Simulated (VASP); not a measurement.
A run of VASP 6.6.1 is set up as follows.

The input INCAR:

```
PREC = Accurate
ENCUT = 520
EDIFF = 1E-6
ISMEAR = 0
SIGMA = 0.1
LREAL = F
LASPH = T
NELM = 80
ALGO = Fast
ISIF = 2
LWAVE = F
LCHARG = T
GGA = PS
LELF = T
LVHAR = T
NBANDS = 24
```

Contents of KPOINTS:

```
regular mesh
0
Gamma
  10 10 14
```

File POSCAR:

```
Fe3Co
1.0
    4.0765273517      0.0000000000      0.0000000000
    0.0000000000      4.0765273517      0.0000000000
    0.0000000000      0.0000000000      2.8649160842
Fe Co
3 1
Direct
    0.5000000000      0.5000000000      0.0000000000
    0.5000000000      0.0000000000      0.5000000000
    0.0000000000      0.5000000000      0.5000000000
    0.0000000000      0.0000000000      0.0000000000
```

Potentials or basis: VASP PAW PBE potentials, release 64 (Fe, Co).

The run is started by

```bash
$ cat potpaw_PBE.64/Fe/POTCAR potpaw_PBE.64/Co/POTCAR > POTCAR
$ mpirun -np 1 vasp_std > vasp.out
```

(1) Predict the pressure.

Answers

(1) -32.9 GPa.

Caveat: the PAW data sets were made with another functional, which shifts forces and pressure a little; the run has no spin polarisation, though such a crystal can be magnetic.
